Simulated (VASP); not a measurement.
Wanted: the native input for a VASP 6.6.1 run.

| Item | Value |
| --- | --- |
| Task | single point |
| Functional | PBE |
| Potentials or basis | VASP PAW PBE potentials, release 64 (Na_pv, Al) |
| Cutoff | 520 eV |
| k mesh | 4 × 4 × 4 |
| Occupations | gaussian, width 0.1 eV |
| Spin | no spin polarisation |
| Dipole correction | no |
| Further INCAR settings | ALGO = Normal; EDIFF = 1e-06; NBANDS = 26 |

The structure of Na2Al lies in POSCAR:

```
Na2Al
1.0
    4.0909532774      0.0000000000      0.0000000000
    0.0000000000      4.0909532774      0.0000000000
    0.0000000000      0.0000000000      6.2419830693
Na Al
4 2
Direct
    0.0000000000      0.0000000000      0.0000000000
    0.5000000000      0.5000000000      0.0000000000
    0.0000000000      0.5000000000      0.2700000000
    0.5000000000      0.0000000000      0.7300000000
    0.0000000000      0.5000000000      0.7000000000
    0.5000000000      0.0000000000      0.3000000000
```

The input as run:

INCAR

```
SYSTEM = Na2Al
  ALGO = Normal
  EDIFF = 1E-6
  ENCUT = 520
  GGA = PE
  ISIF = 2
  ISMEAR = 0
  LASPH = .True.
  LCHARG = .False.
  LREAL = .False.
  LWAVE = .False.
  NBANDS = 26
  NELM = 80
  PREC = Accurate
  SIGMA = 0.1
```

KPOINTS

```
k-points
0
Gamma
  4 4 4
  0 0 0
```

Potentials or basis: VASP PAW PBE potentials, release 64 (Na_pv, Al).

Command:

```sh
$ cat potpaw_PBE.64/Na_pv/POTCAR potpaw_PBE.64/Al/POTCAR > POTCAR
$ mpirun -np 1 vasp_std > vasp.out
```

Results of the run:

* Pressure: 22.6 GPa
* Largest force: 1.387 eV/Å
* Band gap on the k mesh: zero (band 17 reaches 6.16 eV, above the bottom of band 18 at 3.26 eV)

Caveat: the k points lie up to 0.38 Å⁻¹ apart; forces of over 1 eV/Å act on the atoms, so gaps and moduli don't describe the material at rest.

It took 16 s on 1 thread of AMD EPYC 9R45 96-Core Processor (Zen 5), with other jobs on the host, peak memory 0.18 GiB.
